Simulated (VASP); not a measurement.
Wanted: the native input for a VASP 6.6.1 run.

```
Task                   : single point
Functional             : PBE
Potentials or basis    : VASP PAW PBE potentials, release 64 (Hf_pv)
Cutoff                 : 520 eV
k mesh                 : 9 × 9 × 9
Occupations            : gaussian, width 0.05 eV
Spin                   : no spin polarisation
Dipole correction      : no
Further INCAR settings : ALGO = Normal; EDIFF = 1e-06; NBANDS = 11
```

The structure of Hf lies in POSCAR:

```
Hf
1.0
    0.0000000000      2.2200000000      2.2200000000
    2.2200000000      0.0000000000      2.2200000000
    2.2200000000      2.2200000000      0.0000000000
Hf
1
Direct
    0.0000000000      0.0000000000      0.0000000000
```

One way to write it, as run:

INCAR

```
SYSTEM = Hf
PREC = Accurate ; ENCUT = 520
EDIFF = 1E-6 ; ISMEAR = 0
SIGMA = 0.05 ; LREAL = .FALSE.
LASPH = .TRUE. ; NELM = 60
ALGO = Normal ; ISIF = 2
LWAVE = .FALSE. ; LCHARG = .FALSE.
GGA = PE ; NBANDS = 11
```

KPOINTS

```
regular mesh
0
G
  9 9 9
  0 0 0
```

Potentials or basis: VASP PAW PBE potentials, release 64 (Hf_pv).

Run with:

```bash
$ cat potpaw_PBE.64/Hf_pv/POTCAR > POTCAR
$ mpirun -np 1 vasp_std > vasp.out
```

Results of the run:

| Quantity | Value |
| --- | --- |
| Pressure | 3.5 GPa |
| Band gap on the k mesh | zero (band 5 reaches 6.30 eV, above the bottom of band 6 at 4.34 eV) |

Caveat: spin-orbit coupling is left out, which moves the levels of the heavy elements.

It took 3 s on 1 thread of Intel(R) Xeon(R) 6975P-C (Granite Rapids), on a shared host, peak memory 0.14 GiB.
